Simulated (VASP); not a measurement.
# LiF (Fm-3m) in VASP: further runs

LiF is run at these levels: PBEsol, PBE, r2SCAN; tasks: vibrations by perturbation theory, dielectric tensor.

Everything below comes from runs of VASP 6.6.1. Logs are shortened: lines on timing, memory, paths and dates and some standing lists are left out, and cuts for length are marked.

## Step 1: The cell of the first run

Symmetry: Fm-3m, No. 225, cubic system. The conventional cell has a = 4.008 Å, b = 4.008 Å, c = 4.008 Å, α = 90.00°, β = 90.00°, γ = 90.00°. Within 2.7 Å of Li (site symmetry m-3m) lie 6 F at 2.00 Å. F (site symmetry m-3m) has 6 Li at 2.00 Å within 2.7 Å.

## Step 2: Vibrations by perturbation theory, PBEsol

The input, INCAR:

```
PREC = Accurate
ENCUT = 520
EDIFF = 1E-8
ISMEAR = 0
SIGMA = 0.01
LREAL = False
LASPH = True
NELM = 60
ALGO = Normal
ISIF = 2
LWAVE = False
LCHARG = True
GGA = PS
NBANDS = 12
IBRION = 8
NSW = 1
LEPSILON = True
```

The input, KPOINTS:

```
Automatic mesh
0
Gamma
  10 10 10
```

The input, POSCAR:

```
LiF
1.0
    0.0000000000      2.0040373091      2.0040373091
    2.0040373091      0.0000000000      2.0040373091
    2.0040373091      2.0040373091      0.0000000000
Li F
1 1
Direct
    0.0000000000      0.0000000000      0.0000000000
    0.5000000000      0.5000000000      0.5000000000
```

Potentials or basis: VASP PAW PBE potentials, release 64 (Li_sv, F).

On the command line:

```sh
$ cat potpaw_PBE.64/Li_sv/POTCAR potpaw_PBE.64/F/POTCAR > POTCAR
$ mpirun -np 1 vasp_std > vasp.out
```

OUTCAR:

```text
PREC = Accurate
   ENCUT = 520
   EDIFF = 1E-8
   ISMEAR = 0
   LREAL = False
   LASPH = True
   NELM = 60
   ISIF = 2
   GGA = PS
   IBRION = 8
   NSW = 1
   LEPSILON = True

 ion  position               nearest neighbor table
   1  0.000  0.000  0.000-   2 2.00   2 2.00   2 2.00   2 2.00   2 2.00   2 2.00
   2  0.500  0.500  0.500-   1 2.00   1 2.00   1 2.00   1 2.00   1 2.00   1 2.00

  LATTYP: Found a face centered cubic cell.
 ALAT       =     4.0080746182

  Lattice vectors:

 A1 = (   0.0000000000,   2.0040373091,   2.0040373091)
 A2 = (   2.0040373091,   0.0000000000,   2.0040373091)
 A3 = (   2.0040373091,   2.0040373091,   0.0000000000)

Analysis of symmetry for initial positions (statically):
=====================================================================
 Subroutine PRICEL returns:
 Original cell was already a primitive cell.

 Routine SETGRP: Setting up the symmetry group for a
 face centered cubic supercell.

 Subroutine GETGRP returns: Found 48 space group operations
[... 9 lines left out ...]

 Routine SETGRP: Setting up the symmetry group for a
 face centered cubic supercell.

 Subroutine GETGRP returns: Found 48 space group operations
[... 11 lines left out ...]
                                     Primitive cell

  volume of cell :      16.0971

  direct lattice vectors                    reciprocal lattice vectors
     0.000000000  2.004037309  2.004037309    -0.249496353  0.249496353  0.249496353
     2.004037309  0.000000000  2.004037309     0.249496353 -0.249496353  0.249496353
     2.004037309  2.004037309  0.000000000     0.249496353  0.249496353 -0.249496353

  length of vectors
     2.834136742  2.834136742  2.834136742     0.432140360  0.432140360  0.432140360

  position of ions in fractional coordinates (direct lattice)
     0.000000000  0.000000000  0.000000000
     0.500000000  0.500000000  0.500000000

  ion indices of the primitive-cell ions
   primitive index   ion index
                 1           1
                 2           2

----------------------------------------------------------------------------------------

 KPOINTS: Automatic mesh

Automatic generation of k-mesh.
 Grid dimensions read from file:
 generate k-points for:   10   10   10

 Generating k-lattice:

  Cartesian coordinates                     Fractional coordinates (reciprocal lattice)
    -0.024949635  0.024949635  0.024949635     0.100000000  0.000000000  0.000000000
     0.024949635 -0.024949635  0.024949635     0.000000000  0.100000000  0.000000000
     0.024949635  0.024949635 -0.024949635     0.000000000  0.000000000  0.100000000

  Length of vectors
     0.043214036  0.043214036  0.043214036

  Shift w.r.t. Gamma in fractional coordinates (k-lattice)
     0.000000000  0.000000000  0.000000000

 Subroutine IBZKPT returns following result:
 ===========================================

 Found     47 irreducible k-points:

 Following reciprocal coordinates:
            Coordinates               Weight
  0.000000  0.000000  0.000000      1.000000
  0.100000  0.000000  0.000000      8.000000
  0.200000  0.000000  0.000000      8.000000
  0.300000  0.000000  0.000000      8.000000
  0.400000  0.000000  0.000000      8.000000
  0.500000  0.000000  0.000000      4.000000
[... 16 lines left out ...]
  0.300000  0.300000  0.000000      6.000000
  0.400000  0.300000  0.000000     24.000000
[... 470 lines left out ...]
 Free energy of the ion-electron system (eV)
  ---------------------------------------------------
  ---------------------------------------------------
  free energy    TOTEN  =        -0.05321306 eV

  energy without entropy =       -0.05321306

------------------------ aborting loop because EDIFF is reached ----------------------------------------

--------------------------------------- Ionic step        2  -------------------------------------------

------------------------ aborting loop because EDIFF is reached ----------------------------------------

--------------------------------------- Ionic step        3  -------------------------------------------

------------------------ aborting loop because EDIFF is reached ----------------------------------------

 PIEZOELECTRIC TENSOR FIELD DIRECTION 3  (e Angst)
 -----------------------------------------------------------------------------
    -0.00019  0.00000 -0.00000           ( -0.00001  0.00000 -0.00000)
     0.00000 -0.00019  0.00000           (  0.00000 -0.00001  0.00000)
    -0.00000  0.00000 -0.00005           ( -0.00000  0.00000 -0.00001)

 PIEZOELECTRIC TENSOR FIELD DIRECTION 3  (C/m^2)
 -----------------------------------------------------------------------------
    -0.00019  0.00000 -0.00000
     0.00000 -0.00019  0.00000
    -0.00000  0.00000 -0.00005

--------------------------------------- Ionic step        4  -------------------------------------------

------------------------ aborting loop because EDIFF is reached ----------------------------------------

[... ionic steps 5 to 6 ...]

--------------------------------------- Ionic step        7  -------------------------------------------

 Free energy of the ion-electron system (eV)
  ---------------------------------------------------
  ---------------------------------------------------
  free energy    TOTEN  =        -0.51856411 eV

  energy without entropy =       -0.51856411

------------------------ aborting loop because EDIFF is reached ----------------------------------------

 INTERNAL STRAIN TENSOR  FOR ION    2  DIRECTION 1   (eV/Angst):
 -----------------------------------------------------------------------------
     0.00627 -0.00000  0.00000
     0.00000  0.00513 -0.00000
    -0.00000 -0.00000  0.00513

 MACROSCOPIC STATIC DIELECTRIC TENSOR (including local field effects in DFT)
 ------------------------------------------------------
           2.088090    -0.000000     0.000000
          -0.000000     2.088090     0.000000
          -0.000000     0.000000     2.088090
 ------------------------------------------------------

 PIEZOELECTRIC TENSOR (including local field effects)  for field in x, y, z        (e  Angst)
          XX          YY          ZZ          XY          YZ          ZX
  --------------------------------------------------------------------------------
  x     0.00000     0.00000     0.00000     0.00000     0.00000     0.00000
  y     0.00000     0.00000     0.00000     0.00000     0.00000     0.00000
  z     0.00000     0.00000     0.00000     0.00000     0.00000     0.00000

 PIEZOELECTRIC TENSOR (including local field effects)  for field in x, y, z        (C/m^2)
          XX          YY          ZZ          XY          YZ          ZX
  --------------------------------------------------------------------------------
  x     0.00000     0.00000     0.00000     0.00000     0.00000     0.00000
  y     0.00000     0.00000     0.00000     0.00000     0.00000     0.00000
  z     0.00000     0.00000     0.00000     0.00000     0.00000     0.00000

 BORN EFFECTIVE CHARGES (including local field effects) (in |e|, cummulative output)
 ---------------------------------------------------------------------------------
 ion    1
    1     1.04564     0.00000     0.00000
    2     0.00000     1.04564     0.00000
    3     0.00000     0.00000     1.04564
 ion    2
    1    -1.04564     0.00000     0.00000
    2     0.00000    -1.04564     0.00000
    3     0.00000     0.00000    -1.04564

 INTERNAL STRAIN TENSOR FOR ION    2 for displacements in x,y,z  (eV/Angst):
          X           Y           Z          XY          YZ          ZX
  --------------------------------------------------------------------------------
  x     0.00000     0.00000     0.00000     0.00000     0.00000     0.00000
  y     0.00000     0.00000     0.00000     0.00000     0.00000     0.00000
  z     0.00000     0.00000     0.00000     0.00000     0.00000     0.00000

 SECOND DERIVATIVES (NOT SYMMETRIZED)
 ------------------------------------
               1X          1Y          1Z          2X          2Y          2Z
  1X    -1.807291    0.000000    0.000000    1.807291    0.000000    0.000000
  1Y     0.000000   -1.807291    0.000000    0.000000    1.807291    0.000000
  1Z     0.000000    0.000000   -1.807291    0.000000    0.000000    1.807291
  2X     1.829309    0.000000    0.000000   -1.829309    0.000000    0.000000
  2Y     0.000000    1.829309    0.000000    0.000000   -1.829309    0.000000
  2Z     0.000000    0.000000    1.829309    0.000000    0.000000   -1.829309

 Eigenvectors and eigenvalues of the dynamical matrix
 ----------------------------------------------------

   1 f  =    9.302909 THz    58.451901 2PiTHz  310.311641 cm-1    38.473723 meV
             X         Y         Z           dx          dy          dz
      0.000000  0.000000  0.000000     0.000000    0.853272    0.000000
      2.004037  2.004037  2.004037     0.000000   -0.521466    0.000000
[... 21 lines left out ...]
   6 f/i=    0.025062 THz     0.157467 2PiTHz    0.835968 cm-1     0.103647 meV
             X         Y         Z           dx          dy          dz
      0.000000  0.000000  0.000000     0.000000    0.000000   -0.521466
      2.004037  2.004037  2.004037     0.000000    0.000000   -0.853272

--------------------------------------------------------------------------------------------------------

 MACROSCOPIC STATIC DIELECTRIC TENSOR IONIC CONTRIBUTION
 ------------------------------------------------------
           6.759461     0.000000    -0.000000
           0.000000     6.759461     0.000000
          -0.000000     0.000000     6.759461
 ------------------------------------------------------

 ELASTIC MODULI CONTR FROM IONIC RELAXATION (kBar)
 Direction    XX          YY          ZZ          XY          YZ          ZX
 --------------------------------------------------------------------------------
 XX           0.0000      0.0000      0.0000      0.0000      0.0000      0.0000
 YY           0.0000      0.0000      0.0000      0.0000      0.0000      0.0000
 ZZ           0.0000      0.0000      0.0000      0.0000      0.0000      0.0000
 XY           0.0000      0.0000      0.0000      0.0000      0.0000      0.0000
 YZ           0.0000      0.0000      0.0000      0.0000      0.0000      0.0000
 ZX           0.0000      0.0000      0.0000      0.0000      0.0000      0.0000
 --------------------------------------------------------------------------------

 PIEZOELECTRIC TENSOR IONIC CONTR  for field in x, y, z        (C/m^2)
          XX          YY          ZZ          XY          YZ          ZX
  --------------------------------------------------------------------------------
  x     0.00000     0.00000     0.00000     0.00000     0.00000     0.00000
  y     0.00000     0.00000     0.00000     0.00000     0.00000     0.00000
  z     0.00000     0.00000     0.00000     0.00000     0.00000     0.00000
```

Run time: 2.9 min. Hardware: 1 thread of AMD EPYC 9R45 (Zen 5), shared host; peak memory 0.15 GiB.

What came out:

| Item | Value |
| --- | --- |
| Electronic dielectric tensor (diagonal) | 2.09 |
| Born charges (mean of the diagonal) | Li +1.05; F -1.05 e |
| Highest phonon frequency at Γ, LO-TO splitting left out | 310 cm⁻¹ |

Phonon frequencies in cm⁻¹ (negative: imaginary):
```
              q point           frequencies
(0.000, 0.000, 0.000)  -1 -1 -1 310 310 310
```

Electronic dielectric tensor:
```
2.09 0.00 0.00
0.00 2.09 0.00
0.00 0.00 2.09
```

Born effective charge tensors (e):
atom 1, Li
```
1.05 0.00 0.00
0.00 1.05 0.00
0.00 0.00 1.05
```
atom 2, F
```
-1.05  0.00  0.00
 0.00 -1.05  0.00
 0.00  0.00 -1.05
```

Caveat: the cutoff is under 1.25 times the usual one of these potentials, so pressure, stress and relaxed cells hold a basis-set (Pulay) error; the PAW data sets were made with another functional, which shifts forces and pressure a little.

## Step 3: Dielectric tensor, PBE

This run uses another cell than the first one, of 7.94 Å³/atom, 0.987 times its volume.

The input, INCAR:

```
ALGO = Normal ; EDIFF = 1E-8
ENCUT = 520 ; GGA = PE
ISIF = 2 ; ISMEAR = 0
LASPH = T ; LCHARG = F
LEPSILON = T ; LREAL = F
LWAVE = F ; NELM = 80
PREC = Accurate ; SIGMA = 0.01
```

The input, KPOINTS:

```
k-points
0
Gamma
  10 10 10
```

The input, POSCAR:

```
LiF
1.0
    0.0000000000      1.9951010462      1.9951010462
    1.9951010462      0.0000000000      1.9951010462
    1.9951010462      1.9951010462      0.0000000000
Li F
1 1
Direct
    0.0000000000      0.0000000000      0.0000000000
    0.5000000000      0.5000000000      0.5000000000
```

Potentials or basis: VASP PAW PBE potentials, release 64 (Li_sv, F).

On the command line:

```sh
$ cat potpaw_PBE.64/Li_sv/POTCAR potpaw_PBE.64/F/POTCAR > POTCAR
$ mpirun -np 1 vasp_std > vasp.out
```

OUTCAR:

```text
EDIFF = 1E-8
   ENCUT = 520
   GGA = PE
   ISIF = 2
   ISMEAR = 0
   LASPH = T
   LEPSILON = T
   LREAL = F
   NELM = 80
   PREC = Accurate

 ion  position               nearest neighbor table
   1  0.000  0.000  0.000-   2 2.00   2 2.00   2 2.00   2 2.00   2 2.00   2 2.00
   2  0.500  0.500  0.500-   1 2.00   1 2.00   1 2.00   1 2.00   1 2.00   1 2.00

  LATTYP: Found a face centered cubic cell.
 ALAT       =     3.9902020924

  Lattice vectors:

 A1 = (   0.0000000000,   1.9951010462,   1.9951010462)
 A2 = (   1.9951010462,   0.0000000000,   1.9951010462)
 A3 = (   1.9951010462,   1.9951010462,   0.0000000000)

Analysis of symmetry for initial positions (statically):
[... 536 lines left out ...]
    -0.00018  0.00000  0.00000
     0.00000 -0.00018  0.00000
     0.00000 -0.00000 -0.00005

 MACROSCOPIC STATIC DIELECTRIC TENSOR (including local field effects in DFT)
 ------------------------------------------------------
           2.065488     0.000000    -0.000000
           0.000000     2.065488    -0.000000
           0.000000     0.000000     2.065488
 ------------------------------------------------------

 PIEZOELECTRIC TENSOR (including local field effects)  for field in x, y, z        (e  Angst)
          XX          YY          ZZ          XY          YZ          ZX
  --------------------------------------------------------------------------------
  x     0.00000     0.00000     0.00000     0.00000     0.00000     0.00000
  y     0.00000     0.00000     0.00000     0.00000     0.00000     0.00000
  z     0.00000     0.00000     0.00000     0.00000     0.00000     0.00000

 PIEZOELECTRIC TENSOR (including local field effects)  for field in x, y, z        (C/m^2)
          XX          YY          ZZ          XY          YZ          ZX
  --------------------------------------------------------------------------------
  x     0.00000     0.00000     0.00000     0.00000     0.00000     0.00000
  y     0.00000     0.00000     0.00000     0.00000     0.00000     0.00000
  z     0.00000     0.00000     0.00000     0.00000     0.00000     0.00000

 BORN EFFECTIVE CHARGES (including local field effects) (in |e|, cummulative output)
 ---------------------------------------------------------------------------------
 ion    1
    1     1.04686     0.00000     0.00000
    2     0.00000     1.04686     0.00000
    3     0.00000     0.00000     1.04686
 ion    2
    1    -1.04686     0.00000     0.00000
    2     0.00000    -1.04686     0.00000
    3     0.00000     0.00000    -1.04686
```

It took 76 s on 1 thread of AMD EPYC 9R45 (Zen 5), shared host; peak memory 0.14 GiB.

Results:

| Quantity | Value |
| --- | --- |
| Band gap on the k mesh | 9.35 eV, direct |
| Electronic dielectric tensor (diagonal) | 2.07 |
| Born charges (mean of the diagonal) | Li +1.05; F -1.05 e |

Electronic dielectric tensor:
```
2.07 0.00 0.00
0.00 2.07 0.00
0.00 0.00 2.07
```

Born effective charge tensors (e):
atom 1, Li
```
1.05 0.00 0.00
0.00 1.05 0.00
0.00 0.00 1.05
```
atom 2, F
```
-1.05  0.00  0.00
 0.00 -1.05  0.00
 0.00  0.00 -1.05
```

Caveat: the cutoff is under 1.25 times the usual one of these potentials, so pressure, stress and relaxed cells hold a basis-set (Pulay) error.

(Continued in part 2 of 2.)
